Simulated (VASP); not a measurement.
Wanted: the native input for a VASP 6.6.1 run.

```yaml
Task: single point
Functional: PBE
Potentials_or_basis: VASP PAW PBE potentials, release 64 (Ca_sv, Be, O)
Cutoff: 520 eV
k_mesh: 6 × 6 × 6
Occupations: gaussian, width 0.1 eV
Spin: no spin polarisation
Dipole_correction: no
Further_INCAR_settings: ALGO = Normal; EDIFF = 1e-07; NBANDS = 25
```

The structure of CaBe2O3 lies in POSCAR:

```
CaBe2O3
1.0
    2.6102425352      1.5070242303      3.9304431155
   -2.6102425352      1.5070242303      3.9304431155
    0.0000000000     -3.0140484607      3.9304431155
Ca Be O
1 2 3
Direct
    0.0000000000      0.0000000000      0.0000000000
    0.8033600963      0.8033600963      0.8033600963
    0.1966399037      0.1966399037      0.1966399037
    0.0000000000      0.0000000000      0.5000000000
    0.5000000000      0.0000000000      0.0000000000
    0.0000000000      0.5000000000      0.0000000000
```

One way to write it, as run:

INCAR

```
PREC = Accurate
ENCUT = 520
EDIFF = 1E-7
ISMEAR = 0
SIGMA = 0.1
LREAL = F
LASPH = T
NELM = 60
ALGO = Normal
ISIF = 2
LWAVE = F
LCHARG = F
GGA = PE
NBANDS = 25
```

KPOINTS

```
regular mesh
0
Gamma
  6 6 6
```

Potentials or basis: VASP PAW PBE potentials, release 64 (Ca_sv, Be, O).

The run is started by

```sh
$ cat potpaw_PBE.64/Ca_sv/POTCAR potpaw_PBE.64/Be/POTCAR potpaw_PBE.64/O/POTCAR > POTCAR
$ mpirun -np 1 vasp_std > vasp.out
```

It gave:

```json
{
 "Pressure": "0.2 GPa",
 "Largest force": "0.031 eV/Å",
 "Band gap on the k mesh": "0.74 eV, indirect (least direct gap 0.76 eV)"
}
```

It took 100 s on 1 thread of Oxide Virtual Turin-like Processor, on a shared host, peak memory 0.24 GiB.
